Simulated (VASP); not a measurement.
# SrO (R-3m) in VASP: notebook

Runs on SrO. Level: PBEsol. Tasks: single point.

All numbers are computed with VASP 6.6.1; they aren't measurements. Logs are shortened: lines on timing, memory, paths and dates and some standing lists are left out, and cuts for length are marked.

## (1) The cell of the first run

It takes space group R-3m (No. 166, trigonal). Conventional cell: a = 3.652 Å, b = 3.652 Å, c = 8.813 Å, α = 90.00°, β = 90.00°, γ = 120.00°. Within 3.4 Å of Sr (site symmetry -3m) lie 6 O at 2.57 Å. O (site symmetry -3m) has 6 Sr at 2.57 Å within 3.4 Å.

## (2) Single point, PBEsol (equal xy, yz and zx shear strains of -1 %)

The input, INCAR:

```
SYSTEM = SrO
ALGO = Normal
EDIFF = 1E-6
ENCUT = 520
GGA = PS
ISIF = 2
ISMEAR = -1
LASPH = .TRUE.
LCHARG = .FALSE.
LREAL = .FALSE.
LWAVE = .FALSE.
NBANDS = 15
NELM = 80
PREC = Accurate
SIGMA = 0.03
```

The input, KPOINTS:

```
k-points
0
G
  8 8 8
  0 0 0
```

The input, POSCAR:

```
SrO
1.0
   -0.0256980000      2.5569510000      2.5569510000
    2.5569510000     -0.0256980000      2.5569510000
    2.5569510000      2.5569510000     -0.0256980000
Sr O
1 1
Direct
    0.0000000000      0.0000000000      0.0000000000
    0.5000000000      0.5000000000      0.5000000000
```

Potentials or basis: VASP PAW PBE potentials, release 64 (Sr_sv, O).

The run is started by

```console
$ cat potpaw_PBE.64/Sr_sv/POTCAR potpaw_PBE.64/O/POTCAR > POTCAR
$ mpirun -np 1 vasp_std > vasp.out
```

OUTCAR:

```text
SYSTEM = SrO
   EDIFF = 1E-6
   ENCUT = 520
   GGA = PS
   ISIF = 2
   ISMEAR = -1
   LASPH = .TRUE.
   LREAL = .FALSE.
   NELM = 80
   PREC = Accurate

 ion  position               nearest neighbor table
   1  0.000  0.000  0.000-   2 2.57   2 2.57   2 2.57   2 2.57   2 2.57   2 2.57
   2  0.500  0.500  0.500-   1 2.57   1 2.57   1 2.57   1 2.57   1 2.57   1 2.57

  LATTYP: Found a trigonal (rhomboedric) cell.
 ALAT       =     3.6161660941
 COS(alpha) =     0.4899250057

  Lattice vectors:

 A1 = (  -0.0256980000,   2.5569510000,   2.5569510000)
 A2 = (   2.5569510000,  -0.0256980000,   2.5569510000)
 A3 = (   2.5569510000,   2.5569510000,  -0.0256980000)

Analysis of symmetry for initial positions (statically):
=====================================================================
 Subroutine PRICEL returns:
 Original cell was already a primitive cell.

 Routine SETGRP: Setting up the symmetry group for a
 trigonal (rhombohedral) supercell.

 Subroutine GETGRP returns: Found 12 space group operations
 (whereof 12 operations were pure point group operations)
 out of a pool of 12 trial point group operations.

The static configuration has the point symmetry D_3d.

Analysis of symmetry for dynamics (positions and initial velocities):
=====================================================================
 Subroutine PRICEL returns:
 Original cell was already a primitive cell.

 Routine SETGRP: Setting up the symmetry group for a
 trigonal (rhombohedral) supercell.

 Subroutine GETGRP returns: Found 12 space group operations
 (whereof 12 operations were pure point group operations)
 out of a pool of 12 trial point group operations.

The dynamic configuration has the point symmetry D_3d.

 Subroutine INISYM returns: Found 12 space group operations
 (whereof 12 operations are pure point group operations),
 and found     1 'primitive' translations

----------------------------------------------------------------------------------------

                                     Primitive cell

  volume of cell :      33.9387

  direct lattice vectors                    reciprocal lattice vectors
    -0.025698000  2.556951000  2.556951000    -0.192621896  0.194577448  0.194577448
     2.556951000 -0.025698000  2.556951000     0.194577448 -0.192621896  0.194577448
     2.556951000  2.556951000 -0.025698000     0.194577448  0.194577448 -0.192621896

  length of vectors
     3.616166094  3.616166094  3.616166094     0.335892783  0.335892783  0.335892783

  position of ions in fractional coordinates (direct lattice)
     0.000000000  0.000000000  0.000000000
     0.500000000  0.500000000  0.500000000
[... 89 lines left out ...]
   NUPDOWN=      -1.0000    fix difference up-down
   EMIN   =  10.00;   EMAX   =-10.00  energy-range for DOS
   EFERMI =   0.00;   METHOD = LEGACY
   ISMEAR =    -1;   SIGMA  =   0.03  broadening in eV -4-tet -1-fermi 0-gaus
   EFERMI_NEDOS =   21; number of points for ismear=-14 and -15
   IALGO  =     38    algorithm
   IMIX   =      4    mixing-type and parameters
     AMIX     =   0.40;   BMIX     =  1.00
     AMIX_MAG =   1.60;   BMIX_MAG =  1.00
  volume/ion in A,a.u.               =      16.97       114.51
  Fermi-wavevector in a.u.,A,eV,Ry     =   1.274138  2.407771 22.088067  1.623427
  Thomas-Fermi vector in A             =   2.406922
   LORBIT       =      0    0 simple, 1 ext, 2 COOP (PROOUT), +10 PAW based schemes
   GGA     = PS    functional components
   LHFCALC =     F    Hartree Fock is set to
   AEXX    =    0.0000 exact exchange contribution
   IVDW    =     0    specifies the selected vdW correction
   LEPSILON=     F    determine dielectric tensor
   LRPA    =     F    only Hartree local field effects (RPA)
 non-spin polarized calculation
  energy-cutoff  :      520.00
  volume of cell :       33.94
 maximum number of plane-waves:       930
   NGX = 13   NGY = 13   NGZ = 13

 number of electron      15.9999997 magnetization

 Free energy of the ion-electron system (eV)
  ---------------------------------------------------
  ext. energy  EPLUGINS =         0.00000000
  ---------------------------------------------------
  free energy    TOTEN  =       -12.63800732 eV

  energy without entropy =      -12.63800732  energy(sigma->0) =      -12.63800732

 E-fermi :   2.2055     XC(G=0): -10.2845

 val. band max:        1.5177610566   @ k =   0.0000   0.0000   0.0000
 cond. band min:       4.6495398034   @ k =   0.5000   0.5000   0.0000
 fundamental gap:      3.1317787468
 Fermi energy:         2.2054823308

 k-point     1 :       0.0000    0.0000    0.0000
  band No.  band energies     occupation
      1     -30.7377      2.00000
      2     -13.5038      2.00000
      3     -12.3916      2.00000
      4     -12.3916      2.00000
      5     -12.3824      2.00000
      6       1.4860      2.00000
      7       1.4860      2.00000
      8       1.5178      2.00000
      9       5.3268      0.00000
     10       7.5946      0.00000
     11       7.5946      0.00000
     12       7.7926      0.00000
     13       9.8615      0.00000
     14       9.8615      0.00000
[... 401 lines left out ...]
      2     -14.6046      2.00000
      3     -12.5943      2.00000
      4     -12.4201      2.00000
      5     -11.5018      2.00000
      6      -0.1320      2.00000
      7       0.5357      2.00000
      8       1.0521      2.00000
      9       7.2873      0.00000
     10       8.0876      0.00000
     11       8.9405      0.00000
     12       9.9542      0.00000
     13      11.7933      0.00000
     14      12.1350      0.00000
     15      17.6119      0.00000

 [... further k-points ...]

------------------------ aborting loop because EDIFF is reached ----------------------------------------

  FORCE on cell =-STRESS in cart. coord.  units (eV):
  Direction    XX          YY          ZZ          XY          YZ          ZX
  --------------------------------------------------------------------------------------
  -------------------------------------------------------------------------------------
  Total       -0.0667783     -0.0667783     -0.0667783      0.1130341      0.1130341      0.1130341
  in kB       -3.1524692     -3.1524692     -3.1524692      5.3361111      5.3361111      5.3361111
  external PRESSURE =      -3.1524692 kB  Pullay stress =       0.0000000 kB

 VOLUME and BASIS-vectors are now :
 -----------------------------------------------------------------------------
  energy-cutoff  :      520.00
  volume of cell :       33.94
      direct lattice vectors                 reciprocal lattice vectors
    -0.025698000  2.556951000  2.556951000    -0.192621896  0.194577448  0.194577448
     2.556951000 -0.025698000  2.556951000     0.194577448 -0.192621896  0.194577448
     2.556951000  2.556951000 -0.025698000     0.194577448  0.194577448 -0.192621896

 POSITION                                       TOTAL-FORCE (eV/Angst)
 -----------------------------------------------------------------------------------
      0.00000      0.00000      0.00000         0.000000      0.000000     -0.000000
      2.54410      2.54410      2.54410        -0.000000     -0.000000      0.000000
 -----------------------------------------------------------------------------------
    total drift:                                0.000000      0.000000      0.000000

  FREE ENERGIE OF THE ION-ELECTRON SYSTEM (eV)
  ---------------------------------------------------
  free  energy   TOTEN  =       -12.6380073154 eV

  energy  without entropy=      -12.6380073154  energy(sigma->0) =      -12.63800732
```

stdout:

```text
POSCAR found type information on POSCAR SrO
 POSCAR found :  2 types and       2 ions
 scaLAPACK will be used
 -----------------------------------------------------------------------------
|                                                                             |
|                                                                             |
|     You enforced a specific xc type in the INCAR file but a different       |
|     I HOPE YOU KNOW WHAT YOU ARE DOING!                                     |
|                                                                             |
 -----------------------------------------------------------------------------

 LDA part: xc-table for (Slater+PW92), standard interpolation
 POSCAR, INCAR and KPOINTS ok, starting setup
 FFT: planning ... GRIDC
 FFT: planning ... GRID_SOFT
 FFT: planning ... GRID
 WAVECAR not read
 entering main loop
```

Wall time 18 s (1 thread of Intel Xeon Platinum 8559C (Emerald Rapids), shared host); peak memory 0.17 GiB.

What came out:

```yaml
Free_energy: -12.6380 eV
Pressure: -0.3 GPa
Band_gap_on_the_k_mesh: 3.13 eV, indirect (least direct gap 3.23 eV)
```

Levels at points of the mesh, in eV from the valence-band top:
```
           k point  band 4  band 5  band 6  band 7  band 8  band 9  band 10  band 11  band 12  band 13
(0.00, 0.00, 0.00)  -13.91  -13.90   -0.03   -0.03    0.00    3.81     6.08     6.08     6.27     8.34
(0.50, 0.00, 0.00)  -13.98  -12.71   -2.25   -1.20   -1.13    6.46     8.27     8.71     8.91    11.94
(0.50, 0.50, 0.00)  -14.29  -14.27   -0.46   -0.12   -0.10    3.13     7.75    10.18    10.21    11.14
(0.50, 0.50, 0.50)  -14.00  -12.75   -2.25   -1.22   -1.22    6.51     8.30     8.90     8.90    11.97
```

Caveat: the cell differs from its parent crystal (equal xy, yz and zx shear strains of -1 %); the PAW data sets were made with another functional, which shifts forces and pressure a little. A k mesh can miss the band edges.

## (3) Single point, PBEsol (equal xy, yz and zx shear strains of +1 %)

The input, INCAR:

```
PREC = Accurate ; ENCUT = 520
EDIFF = 1E-6 ; ISMEAR = -1
SIGMA = 0.03 ; LREAL = F
LASPH = T ; NELM = 60
ALGO = Normal ; ISIF = 2
LWAVE = F ; LCHARG = F
GGA = PS ; NBANDS = 15
```

The input, KPOINTS:

```
Automatic mesh
0
Gamma
  8 8 8
```

The input, POSCAR:

```
SrO
1.0
    0.0256980000      2.5826490000      2.5826490000
    2.5826490000      0.0256980000      2.5826490000
    2.5826490000      2.5826490000      0.0256980000
Sr O
1 1
Direct
    0.0000000000      0.0000000000      0.0000000000
    0.5000000000      0.5000000000      0.5000000000
```

Potentials or basis: VASP PAW PBE potentials, release 64 (Sr_sv, O).

The run is started by

```console
$ cat potpaw_PBE.64/Sr_sv/POTCAR potpaw_PBE.64/O/POTCAR > POTCAR
$ mpirun -np 1 vasp_std > vasp.out
```

Run time: 16 s. Hardware: 1 thread of Intel Xeon Platinum 8559C (Emerald Rapids), shared host; peak memory 0.18 GiB.

The run converged. Its results:

```
Free energy            : -12.6380 eV
Pressure               : -0.3 GPa
Band gap on the k mesh : 3.14 eV, indirect (least direct gap 3.23 eV)
```

Stress tensor (GPa, compression positive):
```
-0.32 -0.56 -0.56
-0.56 -0.32 -0.56
-0.56 -0.56 -0.32
```

Levels at points of the mesh, in eV from the valence-band top:
```tsv
k point	band 6	band 7	band 8	band 9	band 10	band 11
(0.00, 0.00, 0.00)	-0.03	0.00	0.00	3.82	6.03	6.21
(0.50, 0.00, 0.00)	-2.24	-1.22	-1.15	6.49	8.30	8.77
(0.50, 0.50, 0.00)	-0.45	-0.11	-0.09	3.14	7.76	10.19
(0.50, 0.50, 0.50)	-2.24	-1.12	-1.12	6.44	8.27	8.77
```

Caveat: the cell differs from its parent crystal (equal xy, yz and zx shear strains of +1 %); the PAW data sets were made with another functional, which shifts forces and pressure a little. A k mesh can miss the band edges.

## (4) Single point, PBEsol (equal xy, yz and zx shear strains of +2 %)

The input, INCAR:

```
SYSTEM = SrO
ALGO = Normal ; EDIFF = 1E-7
ENCUT = 520 ; GGA = PS
ISIF = 2 ; ISMEAR = -1
LASPH = .True. ; LCHARG = .True.
LELF = .True. ; LREAL = .False.
LVHAR = .True. ; LWAVE = .False.
NBANDS = 15 ; NELM = 100
PREC = Accurate ; SIGMA = 0.03
```

The input, KPOINTS:

```
k-points
0
Gamma
  8 8 8
  0 0 0
```

The input, POSCAR:

```
SrO
1.0
    0.0513960000      2.5954980000      2.5954980000
    2.5954980000      0.0513960000      2.5954980000
    2.5954980000      2.5954980000      0.0513960000
Sr O
1 1
Direct
    0.0000000000      0.0000000000      0.0000000000
    0.5000000000      0.5000000000      0.5000000000
```

The run is started by

```console
$ cat potpaw_PBE.64/Sr_sv/POTCAR potpaw_PBE.64/O/POTCAR > POTCAR
$ mpirun -np 1 vasp_std > vasp.out
```

Run time: 23 s. Hardware: 1 thread of Intel Xeon Platinum 8559C (Emerald Rapids), shared host; peak memory 0.17 GiB.

The run converged. Its results:

| Property | Result |
| --- | --- |
| Free energy | -12.6326 eV |
| Pressure | -0.3 GPa |
| Band gap on the k mesh | 3.13 eV, indirect (least direct gap 3.21 eV) |

Stress tensor (GPa, compression positive):
```
-0.32 -1.15 -1.15
-1.15 -0.32 -1.15
-1.15 -1.15 -0.32
```

Levels at points of the mesh, in eV from the valence-band top:
```csv
k point,band 6,band 7,band 8,band 9,band 10,band 11
"(0.00, 0.00, 0.00)",-0.07,0.00,0.00,3.80,5.90,6.26
"(0.50, 0.00, 0.00)",-2.25,-1.28,-1.14,6.47,8.29,8.70
"(0.50, 0.50, 0.00)",-0.46,-0.13,-0.09,3.13,7.74,10.16
"(0.50, 0.50, 0.50)",-2.25,-1.09,-1.09,6.39,8.24,8.69
```

Caveat: the cell differs from its parent crystal (equal xy, yz and zx shear strains of +2 %); the PAW data sets were made with another functional, which shifts forces and pressure a little.

## (5) Summary

```tsv
cell	gap on the mesh (eV)	pressure (GPa)
a = 3.616 Å, angles 60.7°, 2 atoms	3.13	-0.3
a = 3.653 Å, angles 59.3°, 2 atoms	3.14	-0.3
a = 3.671 Å, angles 58.7°, 2 atoms	3.13	-0.3
```

Alike in all rows: task single point; level PBEsol; potentials or basis VASP PAW PBE potentials, release 64 (Sr_sv, O); no spin polarisation; k mesh 8 × 8 × 8; cutoff (eV) 520; smearing fermi-dirac 0.03 eV.

Caveats: the PAW data sets were made with another functional, which shifts forces and pressure a little.

Total energies depend on the potentials used, so only differences within one code and one set of settings carry meaning.
